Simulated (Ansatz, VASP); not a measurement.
**NaH in VASP and in Ansatz**

```xyz
2
Lattice="0.0000 2.3975 2.3975 2.3975 0.0000 2.3975 2.3975 2.3975 0.0000" Properties=species:S:1:pos:R:3 pbc="T T T"
Na    0.0000    0.0000    0.0000
H     2.3975    2.3975    2.3975
```

Alike in both runs: task single point; functional r2SCAN; k mesh 10 × 10 × 10; no spin polarisation.

```csv
,VASP,Ansatz
version,VASP 6.6.1,Ansatz 0.2.0
potentials or method,"VASP PAW PBE potentials, release 64 (Na_pv, H)","plane waves, PAW"
plane-wave cutoff (eV),520,500
occupations,"gaussian, width 0.01 eV",fixed
valence electrons in the cell,8,10
```

```csv
,VASP,Ansatz,Ansatz less VASP
gap on the k mesh at the Fermi level (eV),4.43,4.42,-0.011
pressure (GPa),-0.3,0.0,+0.31
```

VASP's potentials were made for PBE, not for r2SCAN. VASP's potentials hold 8 valence electrons a cell and Ansatz's 10, so a difference there can come from the potentials and not from the codes.
